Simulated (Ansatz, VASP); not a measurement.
**AgI3 in VASP and in Ansatz**

```
Ag I
1.0
     9.25421    0.00000    0.00000
    -4.62711    8.01438    0.00000
     0.00000    0.00000    4.03887
Ag I
2 6
Direct
  0.33333 0.66667 0.25000
  0.66667 0.33333 0.75000
  0.80347 0.60694 0.25000
  0.19653 0.80347 0.75000
  0.39306 0.19653 0.25000
  0.19653 0.39306 0.75000
  0.80347 0.19653 0.25000
  0.60694 0.80347 0.75000
```

Alike in both runs: functional PBE; k mesh 6 × 6 × 10; occupations gaussian, width 0.1 eV; no spin polarisation.

Ansatz relaxed the structure, and its values are those at the end. VASP's run is a single point on that final structure, the one shown.

|  | VASP | Ansatz |
| --- | --- | --- |
| version | VASP 6.6.1 | Ansatz 0.2.0 |
| potentials or method | VASP PAW PBE potentials, release 64 (Ag, I), cutoff 520 eV | scalar-relativistic, plane waves, PAW |
| valence electrons in the cell | 64 | 140 |

```csv
,VASP,Ansatz,Ansatz less VASP
gap on the k mesh at the Fermi level (eV),none,none,-
pressure (GPa),0.0,0.0,+0.04
```

A gap of «none» marks a metal or a gap that the smearing closes. VASP's potentials hold 64 valence electrons a cell and Ansatz's 140, so a difference there can come from the potentials and not from the codes.

Spin-orbit coupling is off throughout.
